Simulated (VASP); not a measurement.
## SiO2: single point with PBE

Crystal: SiO2.

```
Si O
1.0
     4.23588    0.00000    0.00000
     0.00000    4.33457    0.00000
     0.00000    0.00000    2.68977
Si O
2 4
Direct
  0.50000 0.50000 0.50000
  0.00000 0.00000 0.00000
  0.72096 0.66507 0.00000
  0.22096 0.83493 0.50000
  0.27904 0.33493 0.00000
  0.77904 0.16507 0.50000
```

This cell differs from its parent crystal: atoms displaced along a vibrational mode, the cell strained.

- Program: VASP 6.6.1
- Task: single point
- Functional: PBE
- Potentials or basis: VASP PAW PBE potentials, release 64 (Si, O)
- Cutoff: 520 eV
- k mesh: 6 × 6 × 8
- Occupations: gaussian, width 0.05 eV
- Spin: no spin polarisation

```yaml
Pressure: -7.6 GPa
Largest_force: 0.634 eV/Å
Band_gap_on_the_k_mesh: 4.88 eV
```

Forces on the atoms (eV/Å):
```
Si   0.000  0.000  0.000
Si   0.000  0.000  0.000
O   -0.606  0.189  0.000
O   -0.606 -0.189  0.000
O    0.606 -0.189  0.000
O    0.606  0.189  0.000
```

Stress tensor (GPa, compression positive):
```
-12.02   0.00   0.00
  0.00  -5.31   0.00
  0.00   0.00  -5.48
```

Levels at points of the mesh, in eV from the valence-band top:
| k point | band 14 | band 15 | band 16 | band 17 | band 18 | band 19 |
| --- | --- | --- | --- | --- | --- | --- |
| (0.00, 0.00, 0.00) | -0.52 | -0.37 | 0.00 | 4.88 | 6.94 | 8.47 |
| (0.50, 0.00, 0.00) | -2.13 | -0.41 | -0.41 | 6.91 | 6.91 | 8.85 |
| (0.00, 0.50, 0.00) | -2.17 | -0.93 | -0.93 | 7.44 | 7.44 | 9.28 |
| (0.50, 0.50, 0.00) | -2.24 | -1.68 | -1.68 | 7.08 | 7.08 | 9.82 |
| (0.00, 0.00, 0.50) | -2.46 | -1.96 | -1.96 | 8.37 | 8.37 | 11.92 |
| (0.50, 0.00, 0.50) | -2.13 | -1.04 | -1.04 | 8.67 | 8.67 | 9.37 |
| (0.00, 0.50, 0.50) | -1.60 | -1.58 | -1.58 | 7.89 | 7.89 | 9.16 |
| (0.50, 0.50, 0.50) | -1.48 | -1.00 | -1.00 | 6.73 | 6.73 | 10.52 |

Wall time 71 s on 1 thread of Intel Xeon 8259CL, with other jobs on the host, peak memory 0.2 GiB.

Caveat: the cell differs from its parent crystal (atoms displaced along a vibrational mode, the cell strained); the cell stands under tension. A k mesh can miss the band edges.
